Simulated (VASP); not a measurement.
# Al in VASP: further runs

Al is run at these levels: PBEsol; tasks: single point.

Everything below comes from runs of VASP 6.6.1. Logs are shortened: lines on timing, memory, paths and dates and some standing lists are left out, and cuts for length are marked.

### Step 1. The cell of the first run

The cell holds a wire or tube with vacuum around it, 18 atoms: a = 17.500 Å, b = 17.300 Å, c = 2.716 Å, α = 90.00°, β = 90.00°, γ = 90.00°.

### Step 2. Single point, PBEsol

INCAR reads:

```
SYSTEM = Al
PREC     = Accurate       ! precision mode
ENCUT    = 520            ! plane-wave cutoff, eV
EDIFF    = 1E-6           ! SCF threshold, eV
ISMEAR   = 0              ! smearing method
SIGMA    = 0.05           ! smearing width, eV
LREAL    = Auto         
LASPH    = .TRUE.         ! aspherical terms in the spheres
NELM     = 60             ! most SCF steps
ALGO     = Normal         ! electronic algorithm
ISIF     = 2              ! what is computed and relaxed
LWAVE    = .FALSE.        ! write WAVECAR
LCHARG   = .FALSE.        ! write CHGCAR
GGA      = PS             ! functional
NBANDS   = 42             ! bands
```

KPOINTS reads:

```
regular mesh
0
G
  1 1 19
  0 0 0
```

POSCAR reads:

```
Al
1.0
   17.5000000000      0.0000000000      0.0000000000
    0.0000000000     17.3000000000      0.0000000000
    0.0000000000      0.0000000000      2.7156623527
Al
18
Direct
    0.2692867299      0.7440116128      0.0000000000
    0.2620907753      0.5000000000      0.0000000000
    0.2692867299      0.2559883872      0.0000000000
    0.5770341810      0.7357623486      0.0000000000
    0.5805307474      0.5000000000      0.0000000000
    0.5770341810      0.2642376514      0.0000000000
    0.5000000000      0.6150563837      0.5000000000
    0.5000000000      0.3849436163      0.5000000000
    0.3355368072      0.6196018718      0.5000000000
    0.3355368072      0.3803981282      0.5000000000
    0.6644631928      0.6196018718      0.5000000000
    0.6644631928      0.3803981282      0.5000000000
    0.4229658190      0.7357623486      0.0000000000
    0.4194692526      0.5000000000      0.0000000000
    0.4229658190      0.2642376514      0.0000000000
    0.7307132701      0.7440116128      0.0000000000
    0.7379092247      0.5000000000      0.0000000000
    0.7307132701      0.2559883872      0.0000000000
```

Potentials or basis: VASP PAW PBE potentials, release 64 (Al).

Started as:

```
> cat potpaw_PBE.64/Al/POTCAR > POTCAR
> mpirun -np 1 vasp_std > vasp.out
```

OUTCAR:

```text
SYSTEM = Al
   PREC = Accurate
   ENCUT = 520
   EDIFF = 1E-6
   ISMEAR = 0
   LREAL = Auto
   LASPH = .TRUE.
   NELM = 60
   ISIF = 2
   GGA = PS

 ion  position               nearest neighbor table
   1  0.269  0.744  0.000-  13 2.69   9 2.80   9 2.80
   2  0.262  0.500  0.000-  14 2.75  10 2.79   9 2.79   9 2.79  10 2.79
   3  0.269  0.256  0.000-  15 2.69  10 2.80  10 2.80
   4  0.577  0.736  0.000-  16 2.69  13 2.70   7 2.83   7 2.83  11 2.87  11 2.87
   5  0.581  0.500  0.000-  17 2.75   8 2.79   7 2.79   7 2.79   8 2.79  14 2.82  11 2.88  12 2.88
                            11 2.88  12 2.88
   6  0.577  0.264  0.000-  18 2.69  15 2.70   8 2.83   8 2.83  12 2.87  12 2.87
   7  0.500  0.615  0.500-   5 2.79  14 2.79   5 2.79  14 2.79   4 2.83  13 2.83  13 2.83   4 2.83
                             9 2.88  11 2.88
   8  0.500  0.385  0.500-   5 2.79  14 2.79   5 2.79  14 2.79   6 2.83   6 2.83  15 2.83  15 2.83
                            10 2.88  12 2.88
   9  0.336  0.620  0.500-   2 2.79   2 2.79   1 2.80   1 2.80  13 2.87  13 2.87  14 2.88  14 2.88
                             7 2.88
  10  0.336  0.380  0.500-   2 2.79   2 2.79   3 2.80   3 2.80  15 2.87  15 2.87  14 2.88  14 2.88
                             8 2.88
  11  0.664  0.620  0.500-  17 2.79  17 2.79  16 2.80  16 2.80   4 2.87   4 2.87   5 2.88   5 2.88
                             7 2.88
  12  0.664  0.380  0.500-  17 2.79  17 2.79  18 2.80  18 2.80   6 2.87   6 2.87   5 2.88   5 2.88
                             8 2.88
  13  0.423  0.736  0.000-   1 2.69   4 2.70   7 2.83   7 2.83   9 2.87   9 2.87
  14  0.419  0.500  0.000-   2 2.75   7 2.79   8 2.79   7 2.79   8 2.79   5 2.82   9 2.88  10 2.88
                             9 2.88  10 2.88
  15  0.423  0.264  0.000-   3 2.69   6 2.70   8 2.83   8 2.83  10 2.87  10 2.87
  16  0.731  0.744  0.000-   4 2.69  11 2.80  11 2.80
  17  0.738  0.500  0.000-   5 2.75  11 2.79  12 2.79  11 2.79  12 2.79
  18  0.731  0.256  0.000-   6 2.69  12 2.80  12 2.80

  LATTYP: Found a simple orthorhombic cell.
 ALAT       =     2.7156623527
 B/A-ratio  =     6.3704532277
 C/A-ratio  =     6.4441000858

  Lattice vectors:

 A1 = (   0.0000000000,   0.0000000000,  -2.7156623527)
 A2 = (   0.0000000000,  17.3000000000,   0.0000000000)
 A3 = (  17.5000000000,   0.0000000000,   0.0000000000)

Analysis of symmetry for initial positions (statically):
=====================================================================
 Subroutine PRICEL returns:
 Original cell was already a primitive cell.

 Routine SETGRP: Setting up the symmetry group for a
 simple orthorhombic supercell.

 Subroutine GETGRP returns: Found  8 space group operations
 (whereof  8 operations were pure point group operations)
 out of a pool of  8 trial point group operations.

The static configuration has the point symmetry D_2h.

[... 140 lines left out ...]
   NELECT =      54.0000    total number of electrons
   NUPDOWN=      -1.0000    fix difference up-down
   EMIN   =  10.00;   EMAX   =-10.00  energy-range for DOS
   EFERMI =   0.00;   METHOD = LEGACY
   ISMEAR =     0;   SIGMA  =   0.05  broadening in eV -4-tet -1-fermi 0-gaus
   EFERMI_NEDOS =   21; number of points for ismear=-14 and -15
   IALGO  =     38    algorithm
   IMIX   =      4    mixing-type and parameters
     AMIX     =   0.40;   BMIX     =  1.00
     AMIX_MAG =   1.60;   BMIX_MAG =  1.00
  volume/ion in A,a.u.               =      45.68       308.24
  Fermi-wavevector in a.u.,A,eV,Ry     =   0.660520  1.248202  5.936044  0.436287
  Thomas-Fermi vector in A             =   1.732994
   LORBIT       =      0    0 simple, 1 ext, 2 COOP (PROOUT), +10 PAW based schemes
   GGA     = PS    functional components
   LHFCALC =     F    Hartree Fock is set to
   AEXX    =    0.0000 exact exchange contribution
   IVDW    =     0    specifies the selected vdW correction
   LEPSILON=     F    determine dielectric tensor
   LRPA    =     F    only Hartree local field effects (RPA)
 non-spin polarized calculation
 Gauss-broadening in eV      SIGMA  =   0.05
  energy-cutoff  :      520.00
  volume of cell :      822.17
 maximum number of plane-waves:     22236
 NGX is ok and might be reduce to   140
   NGX = 65   NGY = 65   NGZ = 11

 number of electron      53.9999999 magnetization

 Free energy of the ion-electron system (eV)
  ---------------------------------------------------
  ext. energy  EPLUGINS =         0.00000000
  ---------------------------------------------------
  free energy    TOTEN  =       -65.62645620 eV

  energy without entropy =      -65.61923393  energy(sigma->0) =      -65.62284506

 E-fermi :   0.3162     XC(G=0):  -4.9778

 val. band max:        0.2634876874   @ k =   0.0000   0.0000   0.4737
 cond. band min:       0.3211761691   @ k =   0.0000   0.0000   0.3158
 fundamental gap:      0.0576884817
 Fermi energy:         0.3162123086

 k-point     1 :       0.0000    0.0000    0.0000
  band No.  band energies     occupation
      1     -10.5183      2.00000
      2      -9.6323      2.00000
      3      -9.5350      2.00000
      4      -8.6516      2.00000
      5      -8.3086      2.00000
      6      -8.0401      2.00000
[... 409 lines left out ...]
     38       1.9101      0.00000
     39       2.0562      0.00000
 [bands above 39 left out]

------------------------ aborting loop because EDIFF is reached ----------------------------------------

  FORCE on cell =-STRESS in cart. coord.  units (eV):
  Direction    XX          YY          ZZ          XY          YZ          ZX
  --------------------------------------------------------------------------------------
  -------------------------------------------------------------------------------------
  Total        0.2102506      0.1531379      0.1048406      0.0000000      0.0000000      0.0000000
  in kB        0.4097207      0.2984237      0.2043056      0.0000000      0.0000000      0.0000000
  external PRESSURE =       0.3041500 kB  Pullay stress =       0.0000000 kB

 VOLUME and BASIS-vectors are now :
 -----------------------------------------------------------------------------
  energy-cutoff  :      520.00
  volume of cell :      822.17
      direct lattice vectors                 reciprocal lattice vectors
    17.500000000  0.000000000  0.000000000     0.057142857  0.000000000  0.000000000
     0.000000000 17.300000000  0.000000000     0.000000000  0.057803468  0.000000000
     0.000000000  0.000000000  2.715662353     0.000000000  0.000000000  0.368234291

 POSITION                                       TOTAL-FORCE (eV/Angst)
 -----------------------------------------------------------------------------------
      4.71252     12.87140      0.00000        -0.009817      0.006897     -0.000000
      4.58659      8.65000      0.00000        -0.006015      0.000000      0.000000
      4.71252      4.42860      0.00000        -0.009817     -0.006897      0.000000
     10.09810     12.72869      0.00000        -0.002874      0.005626      0.000000
     10.15929      8.65000      0.00000        -0.000780      0.000000      0.000000
     10.09810      4.57131      0.00000        -0.002874     -0.005626      0.000000
[... 10 lines left out ...]
     12.91341      8.65000      0.00000         0.006015      0.000000     -0.000000
     12.78748      4.42860      0.00000         0.009817     -0.006897     -0.000000
 -----------------------------------------------------------------------------------
    total drift:                                0.000000     -0.000000      0.000000

  FREE ENERGIE OF THE ION-ELECTRON SYSTEM (eV)
  ---------------------------------------------------
  free  energy   TOTEN  =       -65.6264561954 eV

  energy  without entropy=      -65.6192339300  energy(sigma->0) =      -65.62284506
```

Run time: 5.8 min. Hardware: 1 thread of Intel Xeon 6975P-C (Granite Rapids), shared host; peak memory 0.8 GiB.

What came out:

```
Free energy            : -65.6265 eV
Largest force          : 0.012 eV/Å
Band gap on the k mesh : zero (bands 27 and 28 overlap by 0.62 eV)
```

Forces in eV/Å, atoms in the order of the input:
```
Al  -0.010  0.007  0.000
Al  -0.006  0.000  0.000
Al  -0.010 -0.007  0.000
Al  -0.003  0.006  0.000
Al  -0.001  0.000  0.000
Al  -0.003 -0.006  0.000
Al   0.000 -0.006  0.000
Al   0.000  0.006  0.000
Al   0.004 -0.002  0.000
Al   0.004  0.002  0.000
Al  -0.004 -0.002  0.000
Al  -0.004  0.002  0.000
Al   0.003  0.006  0.000
Al   0.001  0.000  0.000
Al   0.003 -0.006  0.000
Al   0.010  0.007  0.000
Al   0.006  0.000  0.000
Al   0.010 -0.007  0.000
```

Caveat: the PAW data sets were made with another functional, which shifts forces and pressure a little.

### Step 3. Single point, PBEsol

This run uses another cell than the first one.

INCAR, as its differences from that of step 2:

```diff
@@ -3,3 +3,3 @@
 ENCUT    = 520            ! plane-wave cutoff, eV
-EDIFF    = 1E-6           ! SCF threshold, eV
+EDIFF    = 1E-7           ! SCF threshold, eV
 ISMEAR   = 0              ! smearing method
@@ -8,3 +8,3 @@
 LASPH    = .TRUE.         ! aspherical terms in the spheres
-NELM     = 60             ! most SCF steps
+NELM     = 80             ! most SCF steps
 ALGO     = Normal         ! electronic algorithm
```

KPOINTS reads:

```
Automatic mesh
0
G
  1 1 19
  0 0 0
```

POSCAR reads:

```
Al
1.0
   17.5000000000      0.0000000000      0.0000000000
    0.0000000000     17.3000000000      0.0000000000
    0.0000000000      0.0000000000      2.8394492406
Al
18
Direct
    0.2566186365      0.7321148917      0.0000000000
    0.2566186365      0.5000000000      0.0000000000
    0.2566186365      0.2678851083      0.0000000000
    0.5811271212      0.7321148917      0.0000000000
    0.5811271212      0.5000000000      0.0000000000
    0.5811271212      0.2678851083      0.0000000000
    0.5000000000      0.6160574458      0.5000000000
    0.5000000000      0.3839425542      0.5000000000
    0.3377457577      0.6160574458      0.5000000000
    0.3377457577      0.3839425542      0.5000000000
    0.6622542423      0.6160574458      0.5000000000
    0.6622542423      0.3839425542      0.5000000000
    0.4188728788      0.7321148917      0.0000000000
    0.4188728788      0.5000000000      0.0000000000
    0.4188728788      0.2678851083      0.0000000000
    0.7433813635      0.7321148917      0.0000000000
    0.7433813635      0.5000000000      0.0000000000
    0.7433813635      0.2678851083      0.0000000000
```

Potentials or basis: VASP PAW PBE potentials, release 64 (Al).

Started as:

```
> cat potpaw_PBE.64/Al/POTCAR > POTCAR
> mpirun -np 1 vasp_std > vasp.out
```

Wall time 7.5 min (1 thread of Intel Xeon 6975P-C (Granite Rapids), shared host); peak memory 0.92 GiB.

It converged, with:

| Item | Value |
| --- | --- |
| Free energy | -65.0295 eV |
| Largest force | 0.426 eV/Å |
| Band gap on the k mesh | zero (bands 27 and 28 overlap by 0.68 eV) |

Forces in eV/Å, atoms in the order of the input:
```
Al   0.411 -0.114  0.000
Al   0.199  0.000  0.000
Al   0.411  0.114  0.000
Al  -0.072  0.146  0.000
Al  -0.104  0.000  0.000
Al  -0.072 -0.146  0.000
Al   0.000 -0.027  0.000
Al   0.000  0.027  0.000
Al  -0.148  0.059  0.000
Al  -0.148 -0.059  0.000
Al   0.148  0.059  0.000
Al   0.148 -0.059  0.000
Al   0.072  0.146  0.000
Al   0.104  0.000  0.000
Al   0.072 -0.146  0.000
Al  -0.411 -0.114  0.000
Al  -0.199  0.000  0.000
Al  -0.411  0.114  0.000
```

Levels at points of the mesh, in eV from the Fermi level:
```
           k point  band 26  band 27  band 28  band 29  band 30  band 31
(0.00, 0.00, 0.00)    -0.36    -0.35    -0.33     0.51     0.52     0.71
```

Caveat: the PAW data sets were made with another functional, which shifts forces and pressure a little.

The gap in the log of VASP goes by the Fermi energy; the results here count the filled bands.